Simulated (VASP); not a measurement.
# PtS2 (P-3m1) in VASP: further runs

The runs below take PtS2 through single point, with PBE.

Everything below comes from runs of VASP 6.6.1. Logs are shortened: lines on timing, memory, paths and dates and some standing lists are left out, and cuts for length are marked.

## (1) The cell of the first run

It takes space group P-3m1 (No. 164, trigonal). The conventional cell has a = 3.543 Å, b = 3.543 Å, c = 5.039 Å, α = 90.00°, β = 90.00°, γ = 120.00°. Within 3.1 Å of Pt (site symmetry -3m) lie 6 S at 2.34 Å. S (site symmetry 3m) has 3 Pt at 2.34 Å and 3 S at 3.07 Å within 3.1 Å.

## (2) Single point, PBE

Input file INCAR:

```
SYSTEM = PtS2
PREC     = Accurate       ! precision mode
ENCUT    = 520            ! plane-wave cutoff, eV
EDIFF    = 1E-6           ! SCF threshold, eV
ISMEAR   = -1             ! smearing method
SIGMA    = 0.05           ! smearing width, eV
LREAL    = .False.        ! projectors in reciprocal space
LASPH    = .True.         ! aspherical terms in the spheres
NELM     = 60             ! most SCF steps
ALGO     = Normal         ! electronic algorithm
ISIF     = 2              ! what is computed and relaxed
LWAVE    = .False.        ! write WAVECAR
LCHARG   = .False.        ! write CHGCAR
GGA      = PE             ! functional
NBANDS   = 18             ! bands
```

Input file KPOINTS:

```
Automatic mesh
0
Gamma
  7 7 5
  0 0 0
```

Input file POSCAR:

```
PtS2
1.0
    3.5432000000      0.0000000000      0.0000000000
   -1.7716000000      3.0685012107      0.0000000000
    0.0000000000      0.0000000000      5.0388000000
Pt S
1 2
Direct
    0.0000000000      0.0000000000      0.0000000000
    0.6666666667      0.3333333333      0.7730000000
    0.3333333333      0.6666666667      0.2270000000
```

Potentials or basis: VASP PAW PBE potentials, release 64 (Pt, S).

Command:

```console
$ cat potpaw_PBE.64/Pt/POTCAR potpaw_PBE.64/S/POTCAR > POTCAR
$ mpirun -np 1 vasp_std > vasp.out
```

OUTCAR:

```text
SYSTEM = PtS2
   PREC = Accurate
   ENCUT = 520
   EDIFF = 1E-6
   ISMEAR = -1
   LREAL = .False.
   LASPH = .True.
   NELM = 60
   ISIF = 2
   GGA = PE

 ion  position               nearest neighbor table
   1  0.000  0.000  0.000-   2 2.34   3 2.34   2 2.34   3 2.34   2 2.34   3 2.34
   2  0.667  0.333  0.773-   1 2.34   1 2.34   1 2.34
   3  0.333  0.667  0.227-   1 2.34   1 2.34   1 2.34

  LATTYP: Found a hexagonal cell.
 ALAT       =     3.5432000000
 C/A-ratio  =     1.4221043125

  Lattice vectors:

 A1 = (   3.5432000000,   0.0000000000,   0.0000000000)
 A2 = (  -1.7716000000,   3.0685012107,   0.0000000000)
 A3 = (   0.0000000000,   0.0000000000,   5.0388000000)

Analysis of symmetry for initial positions (statically):
=====================================================================
 Subroutine PRICEL returns:
 Original cell was already a primitive cell.

 Routine SETGRP: Setting up the symmetry group for a
 hexagonal supercell.

 Subroutine GETGRP returns: Found 12 space group operations
 (whereof 12 operations were pure point group operations)
 out of a pool of 24 trial point group operations.

The static configuration has the point symmetry D_3d.

Analysis of symmetry for dynamics (positions and initial velocities):
=====================================================================
 Subroutine PRICEL returns:
 Original cell was already a primitive cell.

 Routine SETGRP: Setting up the symmetry group for a
 hexagonal supercell.

 Subroutine GETGRP returns: Found 12 space group operations
 (whereof 12 operations were pure point group operations)
 out of a pool of 24 trial point group operations.

The dynamic configuration has the point symmetry D_3d.

 Subroutine INISYM returns: Found 12 space group operations
 (whereof 12 operations are pure point group operations),
 and found     1 'primitive' translations

----------------------------------------------------------------------------------------

                                     Primitive cell

  volume of cell :      54.7834

  direct lattice vectors                    reciprocal lattice vectors
     3.543200000  0.000000000  0.000000000     0.282230752  0.162946001  0.000000000
    -1.771600000  3.068501211  0.000000000     0.000000000  0.325892001  0.000000000
     0.000000000  0.000000000  5.038800000     0.000000000  0.000000000  0.198459951

  length of vectors
     3.543200000  3.543200000  5.038800000     0.325892001  0.325892001  0.198459951

  position of ions in fractional coordinates (direct lattice)
     0.000000000  0.000000000  0.000000000
     0.666666667  0.333333333  0.773000000
     0.333333333  0.666666667  0.227000000

  ion indices of the primitive-cell ions
   primitive index   ion index
                 1           1
                 2           2
                 3           3

----------------------------------------------------------------------------------------

 KPOINTS: Automatic mesh

Automatic generation of k-mesh.
 Grid dimensions read from file:
 generate k-points for:    7    7    5

 Generating k-lattice:

  Cartesian coordinates                     Fractional coordinates (reciprocal lattice)
     0.040318679  0.023278000  0.000000000     0.142857143  0.000000000  0.000000000
     0.000000000  0.046556000  0.000000000     0.000000000  0.142857143  0.000000000
     0.000000000  0.000000000  0.039691990     0.000000000  0.000000000  0.200000000

  Length of vectors
     0.046556000  0.046556000  0.039691990

  Shift w.r.t. Gamma in fractional coordinates (k-lattice)
     0.000000000  0.000000000  0.000000000

 Subroutine IBZKPT returns following result:
 ===========================================

 Found     32 irreducible k-points:

 Following reciprocal coordinates:
            Coordinates               Weight
  0.000000  0.000000  0.000000      1.000000
  0.142857  0.000000  0.000000      6.000000
  0.285714  0.000000  0.000000      6.000000
  0.428571  0.000000  0.000000      6.000000
  0.142857  0.142857  0.000000      6.000000
  0.285714  0.142857  0.000000     12.000000
[... 16 lines left out ...]
  0.000000  0.142857  0.400000      6.000000
  0.285714  0.000000  0.400000      6.000000
 [... further k-points ...]
   k-points           NKPTS =     32   k-points in BZ     NKDIM =     32   number of bands    NBANDS=     18
   number of dos      NEDOS =    301   number of ions     NIONS =      3
   total plane-waves  NPLWV =  31360
   dimension x,y,z NGX =    28 NGY =   28 NGZ =   40
   dimension x,y,z NGXF=    56 NGYF=   56 NGZF=   80
   ions per type =               1   2
   NGX,Y,Z   is equivalent  to a cutoff of  13.14, 13.14, 13.20 a.u.
   NGXF,Y,Z  is equivalent  to a cutoff of  26.28, 26.28, 26.39 a.u.
 SYSTEM =  PtS2
   PREC   = accura    normal or accurate (medium, high low for compatibility)
   ISTART =      0    job   : 0-new  1-cont  2-samecut
   ICHARG =      2    charge: 1-file 2-atom 10-const
   ISPIN  =      1    spin polarized calculation?
   LNONCOLLINEAR =      F non collinear calculations
   LSORBIT =      F    spin-orbit coupling
   LASPH  =      T    aspherical Exc in radial PAW
   ENCUT  =  520.0 eV  38.22 Ry    6.18 a.u.   6.59  6.59  9.37*2*pi/ulx,y,z
   NELM   =     60;   NELMIN=  2; NELMDL= -5     # of ELM steps
   EDIFF  = 0.1E-05   stopping-criterion for ELM
   LREAL  =      F    real-space projection
   EDIFFG = 0.1E-04   stopping-criterion for IOM
   NSW    =      0    number of steps for IOM
   IBRION =     -1    ionic relax: 0-MD 1-quasi-New 2-CG
   NFREE  =      0    steps in history (QN), initial steepest desc. (CG)
   ISIF   =      2    stress and relaxation
   ISYM   =      2    0-nonsym 1-usesym 2-fastsym
   POTIM  = 0.5000    time-step for ionic-motion
   TEBEG  =    0.0;   TEEND  =   0.0 temperature during run
   PSTRESS=    0.0 pullay stress
   NELECT =      22.0000    total number of electrons
   NUPDOWN=      -1.0000    fix difference up-down
   EMIN   =  10.00;   EMAX   =-10.00  energy-range for DOS
   EFERMI =   0.00;   METHOD = LEGACY
   ISMEAR =    -1;   SIGMA  =   0.05  broadening in eV -4-tet -1-fermi 0-gaus
   EFERMI_NEDOS =   21; number of points for ismear=-14 and -15
   IALGO  =     38    algorithm
   IMIX   =      4    mixing-type and parameters
     AMIX     =   0.40;   BMIX     =  1.00
     AMIX_MAG =   1.60;   BMIX_MAG =  1.00
  volume/ion in A,a.u.               =      18.26       123.23
  Fermi-wavevector in a.u.,A,eV,Ry     =   1.207812  2.282434 19.848315  1.458810
  Thomas-Fermi vector in A             =   2.343439
   LORBIT       =      0    0 simple, 1 ext, 2 COOP (PROOUT), +10 PAW based schemes
   GGA     = PE    functional components
   LHFCALC =     F    Hartree Fock is set to
   AEXX    =    0.0000 exact exchange contribution
   IVDW    =     0    specifies the selected vdW correction
   LEPSILON=     F    determine dielectric tensor
   LRPA    =     F    only Hartree local field effects (RPA)
 non-spin polarized calculation
  energy-cutoff  :      520.00
  volume of cell :       54.78
 maximum number of plane-waves:      1507
 NGX is ok and might be reduce to    28
   NGX = 13   NGY = 13   NGZ = 19

 number of electron      22.0000001 magnetization

 Free energy of the ion-electron system (eV)
  ---------------------------------------------------
  ext. energy  EPLUGINS =         0.00000000
  ---------------------------------------------------
  free energy    TOTEN  =       -15.26995933 eV

  energy without entropy =      -15.26994935  energy(sigma->0) =      -15.26995434

 E-fermi :   7.1744     XC(G=0): -10.5742

 val. band max:        6.7298481582   @ k =   0.0000   0.1429   0.2000
 cond. band min:       7.6229763778   @ k =   0.0000   0.2857   0.2000
 fundamental gap:      0.8931282196
 Fermi energy:         7.1744161856

 k-point     1 :       0.0000    0.0000    0.0000
  band No.  band energies     occupation
      1      -8.8191      2.00000
      2      -5.5779      2.00000
      3      -0.2979      2.00000
      4      -0.2979      2.00000
      5      -0.1779      2.00000
      6       2.7622      2.00000
[... 10 lines left out ...]
     17      14.6633      0.00000
     18      18.7824      0.00000

 k-point     2 :       0.1429    0.0000    0.0000
  band No.  band energies     occupation
      1      -8.5482      2.00000
      2      -5.7467      2.00000
      3      -0.1159      2.00000
      4      -0.0888      2.00000
      5       0.1021      2.00000
      6       2.3547      2.00000
[... 10 lines left out ...]
     17      15.4780      0.00000
     18      17.2546      0.00000

 k-point     3 :       0.2857    0.0000    0.0000
  band No.  band energies     occupation
      1      -7.8286      2.00000
      2      -6.1026      2.00000
      3       0.1522      2.00000
      4       0.2898      2.00000
      5       0.9344      2.00000
      6       1.3121      2.00000
[... 10 lines left out ...]
     17      15.7475      0.00000
     18      15.8884      0.00000

 k-point     4 :       0.4286    0.0000    0.0000
  band No.  band energies     occupation
      1      -7.0122      2.00000
      2      -6.4376      2.00000
      3      -0.6367      2.00000
      4       0.5392      2.00000
      5       1.3992      2.00000
      6       2.0697      2.00000
[... 375 lines left out ...]
      4      -0.0953      2.00000
      5       1.1355      2.00000
      6       2.3355      2.00000
[... 10 lines left out ...]
     17      15.1236      0.00000
     18      15.9743      0.00000

 k-point    23 :       0.0000    0.1429    0.4000
  band No.  band energies     occupation
      1      -8.3025      2.00000
      2      -6.2639      2.00000
      3      -0.3097      2.00000
      4      -0.1120      2.00000
      5       1.1411      2.00000
      6       2.2933      2.00000
[... 10 lines left out ...]
     17      15.5585      0.00000
     18      15.6477      0.00000

 k-point    24 :       0.2857    0.0000    0.4000
  band No.  band energies     occupation
      1      -7.5876      2.00000
      2      -6.4375      2.00000
      3      -0.1688      2.00000
      4       0.2838      2.00000
      5       0.8598      2.00000
      6       1.9808      2.00000
[... 10 lines left out ...]
     17      16.5457      0.00000
     18      16.6985      0.00000

 [... further k-points ...]
[... 5 lines left out ...]
  --------------------------------------------------------------------------------------
  -------------------------------------------------------------------------------------
  Total        3.9555285      3.9555285      3.4639928      0.0000000      0.0000000      0.0000000
  in kB      115.6820609    115.6820609    101.3067731      0.0000000      0.0000000      0.0000000
  external PRESSURE =     110.8902983 kB  Pullay stress =       0.0000000 kB

 VOLUME and BASIS-vectors are now :
 -----------------------------------------------------------------------------
  energy-cutoff  :      520.00
  volume of cell :       54.78
      direct lattice vectors                 reciprocal lattice vectors
     3.543200000  0.000000000  0.000000000     0.282230752  0.162946001  0.000000000
    -1.771600000  3.068501211  0.000000000     0.000000000  0.325892001  0.000000000
     0.000000000  0.000000000  5.038800000     0.000000000  0.000000000  0.198459951

 POSITION                                       TOTAL-FORCE (eV/Angst)
 -----------------------------------------------------------------------------------
      0.00000      0.00000      0.00000        -0.000000      0.000000     -0.000000
      1.77160      1.02283      3.89499        -0.000000     -0.000000     -1.214222
     -0.00000      2.04567      1.14381         0.000000      0.000000      1.214222
 -----------------------------------------------------------------------------------
    total drift:                                0.000000     -0.000000      0.000000

  FREE ENERGIE OF THE ION-ELECTRON SYSTEM (eV)
  ---------------------------------------------------
  free  energy   TOTEN  =       -15.2699593277 eV

  energy  without entropy=      -15.2699493522  energy(sigma->0) =      -15.26995434
```

Wall time 32 s (1 thread of Intel Xeon Platinum 8259CL at 2.50GHz (Skylake/Cascade Lake), shared host); peak memory 0.19 GiB.

Results:

- Free energy: -15.2700 eV
- Pressure: 11.1 GPa
- Largest force: 1.214 eV/Å
- Band gap on the k mesh: 0.89 eV, indirect (least direct gap 1.18 eV)

Forces on the atoms (eV/Å):
```
Pt   0.000  0.000  0.000
S    0.000  0.000 -1.214
S    0.000  0.000  1.214
```

Levels at points of the mesh, in eV from the valence-band top:
| k point | band 9 | band 10 | band 11 | band 12 | band 13 | band 14 |
| --- | --- | --- | --- | --- | --- | --- |
| (0.00, 0.00, 0.00) | -1.13 | -1.13 | -0.11 | 2.47 | 2.47 | 4.80 |

Caveat: spin-orbit coupling is left out, which moves the levels of the heavy elements; forces of over 1 eV/Å act on the atoms, so gaps and moduli don't describe the material at rest.

## (3) Single point, PBE

This run uses another cell than the first one, of 18.63 Å³/atom, 1.020 times its volume.

Input file INCAR:

```
SYSTEM = PtS2
PREC = Accurate
ENCUT = 520
EDIFF = 1E-7
ISMEAR = -1
SIGMA = 0.05
LREAL = .False.
LASPH = .True.
NELM = 60
ALGO = Normal
ISIF = 2
LWAVE = .False.
LCHARG = .False.
GGA = PE
NBANDS = 18
```

Input file KPOINTS:

```
regular mesh
0
Gamma
  7 7 5
  0 0 0
```

Input file POSCAR:

```
PtS2
1.0
    3.5666655845      0.0000000000      0.0000000000
   -1.7833327923      3.0888230030      0.0000000000
    0.0000000000      0.0000000000      5.0721705089
Pt S
1 2
Direct
    0.0000000000      0.0000000000      0.0000000000
    0.6666666667      0.3333333333      0.7730000000
    0.3333333333      0.6666666667      0.2270000000
```

Potentials or basis: VASP PAW PBE potentials, release 64 (Pt, S).

Command:

```console
$ cat potpaw_PBE.64/Pt/POTCAR potpaw_PBE.64/S/POTCAR > POTCAR
$ mpirun -np 1 vasp_std > vasp.out
```

Run time: 32 s. Hardware: 1 thread of Intel Xeon Platinum 8259CL at 2.50GHz (Skylake/Cascade Lake), shared host; peak memory 0.19 GiB.

The run converged. Its results:

```
Free energy            : -15.3347 eV
Pressure               : 7.8 GPa
Largest force          : 0.917 eV/Å
Band gap on the k mesh : 0.88 eV, indirect (least direct gap 1.15 eV)
```

Forces in eV/Å, atoms in the order of the input:
```
Pt   0.000  0.000  0.000
S    0.000  0.000 -0.917
S    0.000  0.000  0.917
```

Levels at points of the mesh, in eV from the valence-band top:
```tsv
k point	band 7	band 8	band 9	band 10	band 11	band 12	band 13	band 14	band 15	band 16
(0.00, 0.00, 0.00)	-3.85	-1.74	-1.10	-1.10	-0.09	2.42	2.42	4.84	5.63	7.95
```

Caveat: spin-orbit coupling is left out, which moves the levels of the heavy elements.

## (4) Single point, PBE

This run uses another cell than the first one, of 18.99 Å³/atom, 1.040 times its volume.

Input file INCAR:

```
  PREC = Accurate
  ENCUT = 520
  EDIFF = 1E-6
  ISMEAR = -1
  SIGMA = 0.05
  LREAL = False
  LASPH = True
  NELM = 100
  ALGO = Normal
  ISIF = 2
  LWAVE = False
  LCHARG = False
  GGA = PE
  NBANDS = 18
```

Input file KPOINTS:

```
regular mesh
0
Gamma
  7 7 5
```

Input file POSCAR:

```
PtS2
1.0
    3.5898263996      0.0000000000      0.0000000000
   -1.7949131998      3.1088808573      0.0000000000
    0.0000000000      0.0000000000      5.1051076040
Pt S
1 2
Direct
    0.0000000000      0.0000000000      0.0000000000
    0.6666666667      0.3333333333      0.7730000000
    0.3333333333      0.6666666667      0.2270000000
```

Command:

```console
$ cat potpaw_PBE.64/Pt/POTCAR potpaw_PBE.64/S/POTCAR > POTCAR
$ mpirun -np 1 vasp_std > vasp.out
```

Run time: 27 s. Hardware: 1 thread of Intel Xeon Platinum 8259CL at 2.50GHz (Skylake/Cascade Lake), shared host; peak memory 0.19 GiB.

It converged, with:

| Item | Value |
| --- | --- |
| Free energy | -15.3780 eV |
| Pressure | 4.8 GPa |
| Largest force | 0.643 eV/Å |
| Band gap on the k mesh | 0.86 eV, indirect (least direct gap 1.13 eV) |

Forces on the atoms (eV/Å):
```
Pt   0.000  0.000  0.000
S    0.000  0.000 -0.643
S    0.000  0.000  0.643
```

Stress tensor (GPa, compression positive):
```
4.33 0.00 0.00
0.00 4.33 0.00
0.00 0.00 5.68
```

Levels at points of the mesh, in eV from the valence-band top:
```tsv
k point	band 9	band 10	band 11	band 12	band 13	band 14
(0.00, 0.00, 0.00)	-1.08	-1.08	-0.07	2.37	2.37	4.87
```

Caveat: spin-orbit coupling is left out, which moves the levels of the heavy elements. Expect the measured gap to be larger: semilocal functionals such as PBE lack the derivative discontinuity.

## (5) Summary

| cell | gap on the mesh (eV) | pressure (GPa) | largest force (eV/Å) |
| --- | --- | --- | --- |
| a = 3.543, b = 3.543, c = 5.039 Å, angles 90.0, 90.0, 120.0°, 3 atoms | 0.89 | 11.1 | 1.21 |
| a = 3.567, b = 3.567, c = 5.072 Å, angles 90.0, 90.0, 120.0°, 3 atoms | 0.88 | 7.8 | 0.92 |
| a = 3.590, b = 3.590, c = 5.105 Å, angles 90.0, 90.0, 120.0°, 3 atoms | 0.86 | 4.8 | 0.64 |

Alike in all rows: task single point; level PBE; potentials or basis VASP PAW PBE potentials, release 64 (Pt, S); no spin polarisation; k mesh 7 × 7 × 5; cutoff (eV) 520; smearing fermi-dirac 0.05 eV.

Caveats: spin-orbit coupling is left out, which moves the levels of the heavy elements; forces of over 1 eV/Å act on the atoms, so gaps and moduli don't describe the material at rest (some runs).

Total energies depend on the potentials used, so only differences within one code and one set of settings carry meaning.
